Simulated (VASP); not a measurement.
Write the native input for VASP 6.6.1 that does the following.

| Quantity | Value |
| --- | --- |
| Task | single point |
| Functional | revPBE |
| Potentials or basis | VASP PAW PBE potentials, release 64 (Rh_pv) |
| Cutoff | 520 eV |
| k mesh | 15 × 15 × 4 |
| Occupations | fermi-dirac, width 0.1 eV |
| Spin | no spin polarisation |
| Dipole correction | no |
| Further INCAR settings | ALGO = Normal; EDIFF = 1e-06; NBANDS = 38 |

The structure of Rh lies in POSCAR:

```
Rh
1.0
    2.7245277080      0.0000000000      0.0000000000
   -1.3622638540      2.3595102085      0.0000000000
    0.0000000000      0.0000000000      8.8849475937
Rh
4
Direct
    0.0000000000      0.0000000000      0.0000000000
    1.0000000000      0.0000000000      0.5000000000
    0.3333333333      0.6666666667      0.2500000000
    0.6666666667      0.3333333333      0.7500000000
```

This isn't the form of Rh at room conditions, which is fcc.

One way to write it, as run:

INCAR

```
PREC = Accurate
ENCUT = 520
EDIFF = 1E-6
ISMEAR = -1
SIGMA = 0.1
LREAL = F
LASPH = T
NELM = 80
ALGO = Normal
ISIF = 2
LWAVE = F
LCHARG = F
GGA = RE
NBANDS = 38
```

KPOINTS

```
Automatic mesh
0
Gamma
  15 15 4
```

Potentials or basis: VASP PAW PBE potentials, release 64 (Rh_pv).

Run with:

```bash
$ cat potpaw_PBE.64/Rh_pv/POTCAR > POTCAR
$ mpirun -np 1 vasp_std > vasp.out
```

It gave:

```
Pressure               : 0.1 GPa
Band gap on the k mesh : zero (bands 30 and 31 overlap by 1.77 eV)
```

Caveat: the PAW data sets were made with another functional, which shifts forces and pressure a little.

Run time: 3.8 min on 1 thread of Intel Xeon 8259CL, on a shared host, peak memory 0.25 GiB.
